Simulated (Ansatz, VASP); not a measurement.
Be4Se3 in VASP and in Ansatz

The input INCAR:

```
ALGO     = Normal         # electronic algorithm
EDIFF    = 1E-7           # SCF threshold, eV
ENCUT    = 520            # plane-wave cutoff, eV
GGA      = PE             # functional
ISIF     = 2              # what is computed and relaxed
ISMEAR   = 0              # smearing method
LASPH    = T              # aspherical terms in the spheres
LCHARG   = F              # write CHGCAR
LREAL    = F              # projectors in reciprocal space
LWAVE    = F              # write WAVECAR
NBANDS   = 22             # bands
NELM     = 80             # most SCF steps
PREC     = Accurate       # precision mode
SIGMA    = 0.1            # smearing width, eV
```

KPOINTS

```
k-points
0
Gamma
  4 4 4
```

Contents of POSCAR:

```
Be4Se3
1.0
    4.9461111111      0.0000000000      0.0000000000
    0.0000000000      4.9461111111      0.0000000000
    0.0000000000      0.0000000000      4.9461111111
Be Se
4 3
Direct
    0.7681393993      0.7681393993      0.2318606007
    0.7681393993      0.2318606007      0.7681393993
    0.2318606007      0.2318606007      0.2318606007
    0.2318606007      0.7681393993      0.7681393993
    0.5000000000      0.0000000000      0.5000000000
    0.0000000000      0.5000000000      0.5000000000
    0.5000000000      0.5000000000      0.0000000000
```

Input for Ansatz:

```yaml
crystal:
  lattice:
    - [4.9461111111, 0.0, 0.0]
    - [0.0, 4.9461111111, 0.0]
    - [0.0, 0.0, 4.9461111111]
  atoms:
    - { symbol: Be, position: [0.7681393993, 0.7681393993, 0.2318606007] }
    - { symbol: Be, position: [0.7681393993, 0.2318606007, 0.7681393993] }
    - { symbol: Be, position: [0.2318606007, 0.2318606007, 0.2318606007] }
    - { symbol: Be, position: [0.2318606007, 0.7681393993, 0.7681393993] }
    - { symbol: Se, position: [0.5, 0.0, 0.5] }
    - { symbol: Se, position: [0.0, 0.5, 0.5] }
    - { symbol: Se, position: [0.5, 0.5, 0.0] }
basis:
  ecutwfc: 420
kpoints:
  mp_grid: { grid: [4, 4, 4] }
hamiltonian:
  xc: pbe
scf:
  occupations: { method: gaussian, width: 0.1 }
  lower_state_search: "off"
output:
  forces: true
  stress: true
  eigenvalues: true
```

Alike in both runs: task single point; functional PBE; k mesh 4 × 4 × 4; occupations gaussian, width 0.1 eV; no spin polarisation.

```csv
,VASP,Ansatz
version,VASP 6.6.1,Ansatz 0.2.0
potentials or method,"VASP PAW PBE potentials, release 64 (Be, Se), cutoff 520 eV","scalar-relativistic, plane waves, PAW"
valence electrons in the cell,26,56
```

|  | VASP | Ansatz | Ansatz less VASP |
| --- | --- | --- | --- |
| gap on the k mesh at the Fermi level (eV) | 0.96 | 0.96 | +0.002 |
| least direct gap on the mesh (eV) | 0.96 | 0.96 | +0.002 |
| pressure (GPa) | 0.2 | 0.0 | -0.20 |
| rms of the force components (eV/Å) | 0.008 | 0.000 | -0.0076 |

Atom by atom the forces differ by 0.008 eV/Å (rms over components). VASP's potentials hold 26 valence electrons a cell and Ansatz's 56, so a difference there can come from the potentials and not from the codes.
